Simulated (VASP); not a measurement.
Wanted: the native input for a VASP 6.6.1 run.

| Quantity | Value |
| --- | --- |
| Task | single point |
| Functional | PBE |
| Potentials or basis | VASP PAW PBE potentials, release 64 (K_sv, F) |
| Cutoff | 520 eV |
| k mesh | 4 × 4 × 6 |
| Occupations | gaussian, width 0.1 eV |
| Spin | no spin polarisation |
| Dipole correction | no |
| Further INCAR settings | ALGO = Normal; EDIFF = 1e-07; NBANDS = 24 |

The structure of KF lies in POSCAR:

```
KF
1.0
    1.7729448228     -5.4738789574      0.0000000000
    1.7729448228      5.4738789574      0.0000000000
    0.0000000000      0.0000000000      3.9925047139
K F
2 2
Direct
    0.6271107761      0.3728892239      0.2500000000
    0.3728892239      0.6271107761      0.7500000000
    0.8709249434      0.1290750566      0.2500000000
    0.1290750566      0.8709249434      0.7500000000
```

One way to write it, as run:

INCAR

```
PREC = Accurate
ENCUT = 520
EDIFF = 1E-7
ISMEAR = 0
SIGMA = 0.1
LREAL = False
LASPH = True
NELM = 100
ALGO = Normal
ISIF = 2
LWAVE = False
LCHARG = False
GGA = PE
NBANDS = 24
```

KPOINTS

```
Automatic mesh
0
Gamma
  4 4 6
```

Potentials or basis: VASP PAW PBE potentials, release 64 (K_sv, F).

Launch:

```sh
$ cat potpaw_PBE.64/K_sv/POTCAR potpaw_PBE.64/F/POTCAR > POTCAR
$ mpirun -np 1 vasp_std > vasp.out
```

It gave:

```
Pressure               : 0.2 GPa
Largest force          : 0.008 eV/Å
Band gap on the k mesh : 5.83 eV (least direct gap 5.85 eV)
```

Caveat: the k points lie up to 0.47 Å⁻¹ apart.

Run time: 44 s on 1 thread of Intel(R) Xeon(R) Platinum 8488C (Sapphire Rapids), on a shared host, peak memory 0.26 GiB.
